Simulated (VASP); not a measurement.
CoO: single point with PBE+U

Crystal: CoO.

```xyz
2
Lattice="0.0000 2.1315 2.1315 2.1315 0.0000 2.1315 2.1315 2.1315 0.0000" Properties=species:S:1:pos:R:3 pbc="T T T"
Co    0.0000    0.0000    0.0000
O     2.1315    2.1315    2.1315
```

```json
{"Program": "VASP 6.6.1", "Task": "single point", "Functional": "PBE", "Potentials or basis": "VASP PAW PBE potentials, release 64 (Co_sv, O)", "Cutoff": "700 eV", "k mesh": "9 × 9 × 9", "Occupations": "fermi-dirac, width 0.02 eV", "Spin": "collinear spin, ferromagnetic start", "Starting moments": "[0.56, 0.0] μB", "Fixed moment": "0.56 μB", "Hubbard terms": "Co d U = 4.8 eV", "Dipole correction": "no", "Further INCAR settings": "ALGO = Normal; EDIFF = 1e-06; NBANDS = 22"}
```

| Item | Value |
| --- | --- |
| Pressure | -16.1 GPa |
| Net moment | 0.56 μB per cell |
| Site moments | Co +0.69; O -0.14 μB |
| Valence electrons inside the program's atomic spheres | Co 15.03; O 4.95 |

Eigenvalues of the final occupation matrices:
| site | spin | trace | eigenvalues |
| --- | --- | --- | --- |
| site 1 d | 1 | 3.78 | 0.52 0.52 0.92 0.92 0.92 |
| site 1 d | 2 | 3.10 | 0.18 0.18 0.92 0.92 0.92 |

Wall time 33 s on 1 thread of AMD EPYC 9R45 96-Core Processor (Zen 5) (shared host), peak memory 0.16 GiB.

Caveat: the cell stands under tension; the total moment is fixed, so each spin has its own Fermi level and the state may be an excited one; a cell with one magnetic atom can't hold antiferromagnetic order, which such compounds often take. The state reached can hang on the start; a lower one may exist.
